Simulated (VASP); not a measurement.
# FeCo (Pm-3m) in VASP: notebook

FeCo is run at these levels: PBEsol; tasks: elastic constants.

All numbers are computed with VASP 6.6.1; they aren't measurements. Logs are shortened: lines on timing, memory, paths and dates and some standing lists are left out, and cuts for length are marked.

## (1) The cell of the first run

The structure is cubic, space group Pm-3m (No. 221). The conventional cell has a = 2.762 Å, b = 2.762 Å, c = 2.762 Å, α = 90.00°, β = 90.00°, γ = 90.00°. Fe (site symmetry m-3m) has 8 Co at 2.39 Å and 6 Fe at 2.76 Å within 3.2 Å. Co (site symmetry m-3m) has 8 Fe at 2.39 Å and 6 Co at 2.76 Å within 3.2 Å.

## (2) Elastic constants, PBEsol, collinear spin, ferromagnetic start

INCAR

```
SYSTEM = FeCo
PREC = Accurate
ENCUT = 600
EDIFF = 1E-8
ISMEAR = -1
SIGMA = 0.05
LREAL = .FALSE.
LASPH = .TRUE.
NELM = 200
ALGO = Normal
ISIF = 3
LWAVE = .FALSE.
LCHARG = .FALSE.
ISPIN = 2
MAGMOM = 2.7 1.8
LORBIT = 11
LMAXMIX = 4
GGA = PS
NBANDS = 20
IBRION = 6
NFREE = 2
POTIM = 0.015
NSW = 1
GGA_COMPAT = .FALSE.
KPAR = 4
```

KPOINTS

```
regular mesh
0
G
  16 16 16
  0 0 0
```

POSCAR

```
FeCo
1.0
    2.7623995721      0.0000000000      0.0000000000
    0.0000000000      2.7623995721      0.0000000000
    0.0000000000      0.0000000000      2.7623995721
Fe Co
1 1
Direct
    0.5000000000      0.5000000000      0.5000000000
    0.0000000000      0.0000000000      0.0000000000
```

Potentials or basis: VASP PAW PBE potentials, release 64 (Fe, Co).

Command:

```bash
$ cat potpaw_PBE.64/Fe/POTCAR potpaw_PBE.64/Co/POTCAR > POTCAR
$ mpirun -np 4 vasp_std > vasp.out
```

OUTCAR:

```text
SYSTEM = FeCo
   PREC = Accurate
   ENCUT = 600
   EDIFF = 1E-8
   ISMEAR = -1
   LREAL = .FALSE.
   LASPH = .TRUE.
   NELM = 200
   ISIF = 3
   ISPIN = 2
   LORBIT = 11
   GGA = PS
   IBRION = 6
   NFREE = 2
   POTIM = 0.015
   NSW = 1

 ion  position               nearest neighbor table
   1  0.500  0.500  0.500-   2 2.39   2 2.39   2 2.39   2 2.39   2 2.39   2 2.39   2 2.39   2 2.39

   2  0.000  0.000  0.000-   1 2.39   1 2.39   1 2.39   1 2.39   1 2.39   1 2.39   1 2.39   1 2.39

  LATTYP: Found a simple cubic cell.
 ALAT       =     2.7623995721

  Lattice vectors:

 A1 = (   2.7623995721,   0.0000000000,   0.0000000000)
 A2 = (   0.0000000000,   2.7623995721,   0.0000000000)
 A3 = (   0.0000000000,   0.0000000000,   2.7623995721)

Analysis of symmetry for initial positions (statically):
=====================================================================
 Subroutine PRICEL returns:
 Original cell was already a primitive cell.

 Routine SETGRP: Setting up the symmetry group for a
 simple cubic supercell.

 Subroutine GETGRP returns: Found 48 space group operations
 (whereof 48 operations were pure point group operations)
 out of a pool of 48 trial point group operations.

The static configuration has the point symmetry O_h .

Analysis of symmetry for dynamics (positions and initial velocities):
=====================================================================
 Subroutine PRICEL returns:
 Original cell was already a primitive cell.

 Routine SETGRP: Setting up the symmetry group for a
 simple cubic supercell.

 Subroutine GETGRP returns: Found 48 space group operations
 (whereof 48 operations were pure point group operations)
 out of a pool of 48 trial point group operations.

The dynamic configuration has the point symmetry O_h .

Analysis of structural, dynamic, and magnetic symmetry:
=====================================================================
 Subroutine PRICEL returns:
 Original cell was already a primitive cell.

 Routine SETGRP: Setting up the symmetry group for a
 simple cubic supercell.

 Subroutine GETGRP returns: Found 48 space group operations
 (whereof 48 operations were pure point group operations)
 out of a pool of 48 trial point group operations.

The overall configuration has the point symmetry O_h .

 Subroutine INISYM returns: Found 48 space group operations
 (whereof 48 operations are pure point group operations),
 and found     1 'primitive' translations

----------------------------------------------------------------------------------------

                                     Primitive cell

  volume of cell :      21.0795

  direct lattice vectors                    reciprocal lattice vectors
     2.762399572  0.000000000  0.000000000     0.362004111  0.000000000  0.000000000
     0.000000000  2.762399572  0.000000000     0.000000000  0.362004111  0.000000000
     0.000000000  0.000000000  2.762399572     0.000000000  0.000000000  0.362004111

  length of vectors
     2.762399572  2.762399572  2.762399572     0.362004111  0.362004111  0.362004111

  position of ions in fractional coordinates (direct lattice)
     0.500000000  0.500000000  0.500000000
     0.000000000  0.000000000  0.000000000
[... 122 lines left out ...]
  ext. energy  EPLUGINS =         0.00000000
  ---------------------------------------------------
  free energy    TOTEN  =       -16.69283225 eV

  energy without entropy =      -16.67994834  energy(sigma->0) =      -16.68639029

------------------------ aborting loop because EDIFF is reached ----------------------------------------

  FORCE on cell =-STRESS in cart. coord.  units (eV):
  Direction    XX          YY          ZZ          XY          YZ          ZX
  --------------------------------------------------------------------------------------
  -------------------------------------------------------------------------------------
  Total        1.2108345      1.2108345      1.2108345     -0.0000000     -0.0000000      0.0000000
  in kB       92.0313662     92.0313662     92.0313662     -0.0000000     -0.0000000      0.0000000
  external PRESSURE =      92.0313662 kB  Pullay stress =       0.0000000 kB
[... 89 lines left out ...]
  FREE ENERGIE OF THE ION-ELECTRON SYSTEM (eV)
  ---------------------------------------------------
  free  energy   TOTEN  =       -16.6694494495 eV

  energy  without entropy=      -16.6565414744  energy(sigma->0) =      -16.66299546

[... ionic steps 4 to 14 ...]

--------------------------------------- Ionic step       15  -------------------------------------------

 number of electron      17.0000001 magnetization       4.3750677

------------------------ aborting loop because EDIFF is reached ----------------------------------------
[... 67 lines left out ...]
--------------------------------------- Ionic step       17  -------------------------------------------

 number of electron      17.0000000 magnetization       4.3750617

 Free energy of the ion-electron system (eV)
  ---------------------------------------------------
  ext. energy  EPLUGINS =         0.00000000
  ---------------------------------------------------
  free energy    TOTEN  =       -16.69198659 eV

  energy without entropy =      -16.67910972  energy(sigma->0) =      -16.68554816

 E-fermi :   8.9796     XC(G=0): -13.7229

 val. band max:        8.9794471663   @ k =   0.5000   0.3125   0.0000
 cond. band min:       8.9824808228   @ k =   0.4375   0.0625   0.0000
 fundamental gap:      0.0030336566
 Fermi energy:         8.9796389386

 spin component 1

 k-point     1 :       0.0000    0.0000    0.0000
  band No.  band energies     occupation
      1      -0.6216      1.00000
      2       3.1456      1.00000
      3       3.1469      1.00000
      4       5.7733      1.00000
      5       5.7745      1.00000
      6       5.7745      1.00000
[... 541 lines left out ...]
     19      31.6426      0.00000
     20      32.0028      0.00000

 [... further k-points ...]

 spin component 2

 k-point     1 :       0.0000    0.0000    0.0000
  band No.  band energies     occupation
      1      -0.3581      1.00000
      2       4.9004      1.00000
      3       4.9016      1.00000
      4       7.6501      1.00000
      5       7.6516      1.00000
      6       7.6516      1.00000
[... 572 lines left out ...]
  FREE ENERGIE OF THE ION-ELECTRON SYSTEM (eV)
  ---------------------------------------------------
  free  energy   TOTEN  =       -16.6919865925 eV

  energy  without entropy=      -16.6791097197  energy(sigma->0) =      -16.68554816

 INTERNAL STRAIN TENSORS FROM STRAINED CELLS
 ============================================

 INTERNAL STRAIN TENSOR FOR ION    1 for displacements in x,y,z  (eV/Angst):
          X           Y           Z          XY          YZ          ZX
  --------------------------------------------------------------------------------
  x     0.00000     0.00000     0.00000     0.00000     0.00000     0.00000
  y     0.00000     0.00000     0.00000     0.00000     0.00000     0.00000
  z     0.00000     0.00000     0.00000     0.00000     0.00000     0.00000

 INTERNAL STRAIN TENSORS FROM DISPLACED ATOMS
 ============================================

 INTERNAL STRAIN TENSOR FOR ION    1 for displacements in x,y,z  (eV/Angst):
          X           Y           Z          XY          YZ          ZX
  --------------------------------------------------------------------------------
  x     0.00000     0.00000     0.00000     0.00000     0.00000     0.00000
  y     0.00000     0.00000     0.00000     0.00000     0.00000     0.00000
  z     0.00000     0.00000     0.00000     0.00000     0.00000     0.00000

 INTERNAL STRAIN TENSOR FOR ION    2 for displacements in x,y,z  (eV/Angst):
          X           Y           Z          XY          YZ          ZX
  --------------------------------------------------------------------------------
  x     0.00000     0.00000     0.00000     0.00000     0.00000     0.00000
  y     0.00000     0.00000     0.00000     0.00000     0.00000     0.00000
  z     0.00000     0.00000     0.00000     0.00000     0.00000     0.00000

 Eigenvectors and eigenvalues of the dynamical matrix
 ----------------------------------------------------

   1 f  =    7.980021 THz    50.139949 2PiTHz  266.184839 cm-1    33.002699 meV
             X         Y         Z           dx          dy          dz
      1.381200  1.381200  1.381200     0.000000    0.716441    0.000000
      0.000000  0.000000  0.000000     0.000000   -0.697647    0.000000
[... 21 lines left out ...]
   6 f/i=    0.001238 THz     0.007781 2PiTHz    0.041306 cm-1     0.005121 meV
             X         Y         Z           dx          dy          dz
      1.381200  1.381200  1.381200     0.697647   -0.000000   -0.000000
      0.000000  0.000000  0.000000     0.716441   -0.000000    0.000000

--------------------------------------------------------------------------------------------------------

 ELASTIC MODULI CONTR FROM IONIC RELAXATION (kBar)
 Direction    XX          YY          ZZ          XY          YZ          ZX
 --------------------------------------------------------------------------------
 XX           0.0000      0.0000      0.0000      0.0000      0.0000      0.0000
 YY           0.0000      0.0000      0.0000      0.0000      0.0000      0.0000
 ZZ           0.0000      0.0000      0.0000      0.0000      0.0000      0.0000
 XY           0.0000      0.0000      0.0000      0.0000      0.0000      0.0000
 YZ           0.0000      0.0000      0.0000      0.0000      0.0000      0.0000
 ZX           0.0000      0.0000      0.0000      0.0000      0.0000      0.0000
 --------------------------------------------------------------------------------

 TOTAL ELASTIC MODULI (kBar)
 Direction    XX          YY          ZZ          XY          YZ          ZX
 --------------------------------------------------------------------------------
 XX        3375.5052   2135.7730   2135.7730     -0.0000      0.0000     -0.0000
 YY        2135.7730   3375.5052   2135.7730      0.0000     -0.0000     -0.0000
 ZZ        2135.7730   2135.7730   3375.5052      0.0000     -0.0000      0.0000
 XY          -0.0000      0.0000      0.0000   1663.4763      0.0000      0.0000
 YZ           0.0000     -0.0000     -0.0000      0.0000   1663.4763      0.0000
 ZX          -0.0000     -0.0000      0.0000      0.0000      0.0000   1663.4763
 --------------------------------------------------------------------------------

 total charge

# of ion       s       p       d       tot
------------------------------------------
    1        0.511   0.607   6.235   7.353
    2        0.521   0.588   7.295   8.404
--------------------------------------------------
tot          1.032   1.195  13.530  15.756

 magnetization (x)

# of ion       s       p       d       tot
------------------------------------------
    1       -0.003  -0.040   2.679   2.636
    2       -0.009  -0.046   1.771   1.715
--------------------------------------------------
tot         -0.012  -0.086   4.450   4.351
```

Run time: 24 min. Hardware: 4 MPI ranks of AMD EPYC 9R45 (Zen 5), shared host; peak memory 1.5 GiB.

Results:

```yaml
Net_moment: 4.38 μB per cell
Site_moments: Fe +2.64; Co +1.72 μB
Valence_electrons_inside_the_program's_atomic_spheres: Fe 7.35; Co 8.40
Elastic_constants_C11_C12_C44: 338, 214, 166 GPa
Voigt_bulk_modulus: 255 GPa
Highest_phonon_frequency_at_Γ: 266 cm⁻¹
```

Phonon frequencies in cm⁻¹ (negative: imaginary):
```csv
q point,frequencies
"(0.000, 0.000, 0.000)",0 0 0 266 266 266
```

Elastic tensor in Voigt notation (GPa, in the Cartesian axes of the cell as first typed):
```
338 214 214   0   0   0
214 338 214   0   0   0
214 214 338   0   0   0
  0   0   0 166   0   0
  0   0   0   0 166   0
  0   0   0   0   0 166
```

Clamped-ion elastic tensor (GPa):
```
338 214 214   0   0   0
214 338 214   0   0   0
214 214 338   0   0   0
  0   0   0 166   0   0
  0   0   0   0 166   0
  0   0   0   0   0 166
```

Caveat: the cell is under stress, which shifts elastic constants; the PAW data sets were made with another functional, which shifts forces and pressure a little.

## (3) Elastic constants, PBEsol, collinear spin, ferromagnetic start

This run uses another cell than the first one, of 10.98 Å³/atom.

INCAR

```
ALGO = Normal ; EDIFF = 1E-8
ENCUT = 600 ; GGA = PS
GGA_COMPAT = False ; IBRION = 6
ISIF = 3 ; ISMEAR = -1
ISPIN = 2 ; KPAR = 4
LASPH = True ; LCHARG = True
LMAXMIX = 4 ; LORBIT = 11
LREAL = False ; LWAVE = False
MAGMOM = 2.7 1.8 ; NELM = 200
NFREE = 2 ; NSW = 1
POTIM = 0.015 ; PREC = Accurate
SIGMA = 0.05
```

KPOINTS

```
k-points
0
Gamma
  16 16 16
```

POSCAR

```
FeCo
1.0
    2.8003819847      0.0000000000      0.0000000000
    0.0000000000      2.8003819847      0.0000000000
    0.0000000000      0.0000000000      2.8003819847
Fe Co
1 1
Direct
    0.5000000000      0.5000000000      0.5000000000
    0.0000000000      0.0000000000      0.0000000000
```

Potentials or basis: VASP PAW PBE potentials, release 64 (Fe, Co).

Command:

```bash
$ cat potpaw_PBE.64/Fe/POTCAR potpaw_PBE.64/Co/POTCAR > POTCAR
$ mpirun -np 4 vasp_std > vasp.out
```

It took 27 min on 4 MPI ranks of Intel Xeon Platinum 8259CL at 2.50GHz (Skylake/Cascade Lake), shared host; peak memory 1.2 GiB.

Results (log left out):

| Item | Value |
| --- | --- |
| Net moment | 4.44 μB per cell |
| Site moments | Fe +2.69; Co +1.73 μB |
| Valence electrons inside the program's atomic spheres | Fe 7.26; Co 8.32 |
| Elastic constants C11, C12, C44 | 297, 173, 142 GPa |
| Voigt bulk modulus | 214 GPa |
| Highest phonon frequency at Γ | 248 cm⁻¹ |

Phonon frequencies in cm⁻¹ (negative: imaginary):
```
              q point        frequencies
(0.000, 0.000, 0.000)  0 0 0 248 248 248
```

Elastic tensor in Voigt notation (GPa, in the Cartesian axes of the cell as first typed):
```
297 173 173   0   0   0
173 297 173   0   0   0
173 173 297   0   0   0
  0   0   0 142   0   0
  0   0   0   0 142   0
  0   0   0   0   0 142
```

Clamped-ion elastic tensor (GPa):
```
297 173 173   0   0   0
173 297 173   0   0   0
173 173 297   0   0   0
  0   0   0 142   0   0
  0   0   0   0 142   0
  0   0   0   0   0 142
```

Caveat: the PAW data sets were made with another functional, which shifts forces and pressure a little.
